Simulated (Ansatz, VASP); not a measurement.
# Two plane-wave programs on SiC

Contents of INCAR:

```
SYSTEM = SiC
PREC     = Accurate       ! precision mode
ENCUT    = 520            ! plane-wave cutoff, eV
EDIFF    = 1E-6           ! SCF threshold, eV
ISMEAR   = 0              ! smearing method
SIGMA    = 0.01           ! smearing width, eV
LREAL    = .FALSE.        ! projectors in reciprocal space
LASPH    = .TRUE.         ! aspherical terms in the spheres
NELM     = 60             ! most SCF steps
ALGO     = Normal         ! electronic algorithm
ISIF     = 2              ! what is computed and relaxed
LWAVE    = .FALSE.        ! write WAVECAR
LCHARG   = .FALSE.        ! write CHGCAR
GGA      = PE             ! functional
NBANDS   = 16             ! bands
```

File KPOINTS:

```
Automatic mesh
0
G
  8 8 8
  0 0 0
```

Contents of POSCAR:

```
SiC
1.0
    1.5328666620      0.8850009799      5.2879229077
   -1.5328666620      0.8850009799      5.2879229077
    0.0000000000     -1.7700019598      5.2879229077
C Si
2 2
Direct
    0.4496676742      0.4496676742      0.4496676742
    0.5503323258      0.5503323258      0.5503323258
    0.9255061281      0.9255061281      0.9255061281
    0.0744938719      0.0744938719      0.0744938719
```

Input for Ansatz:

```yaml
crystal:
  lattice:
    - [1.532866662, 0.8850009799, 5.2879229077]
    - [-1.532866662, 0.8850009799, 5.2879229077]
    - [0.0, -1.7700019598, 5.2879229077]
  atoms:
    - { symbol: C, position: [0.4496676742, 0.4496676742, 0.4496676742] }
    - { symbol: Si, position: [0.9255061281, 0.9255061281, 0.9255061281] }
    - { symbol: Si, position: [0.0744938719, 0.0744938719, 0.0744938719] }
    - { symbol: C, position: [0.5503323258, 0.5503323258, 0.5503323258] }
kpoints:
  mp_grid: { grid: [8, 8, 8] }
hamiltonian:
  xc: pbe
scf:
  occupations: { method: fixed }
  n_extra_bands: 5
output:
  forces: true
  stress: true
  eigenvalues: true
```

Alike in both runs: task single point; functional PBE; k mesh 8 × 8 × 8; no spin polarisation.

```csv
,VASP,Ansatz
version,VASP 6.6.1,Ansatz 0.2.0
potentials or method,"VASP PAW PBE potentials, release 64 (C, Si)","plane waves, PAW"
plane-wave cutoff (eV),520,420
occupations,"gaussian, width 0.01 eV",fixed
valence electrons in the cell,16,16
```

|  | VASP | Ansatz | Ansatz less VASP |
| --- | --- | --- | --- |
| gap on the k mesh at the Fermi level (eV) | 0.38 | 0.38 | +0.001 |
| pressure (GPa) | 6.3 | 6.3 | +0.04 |
| rms of the force components (eV/Å) | 0.064 | 0.059 | -0.0050 |
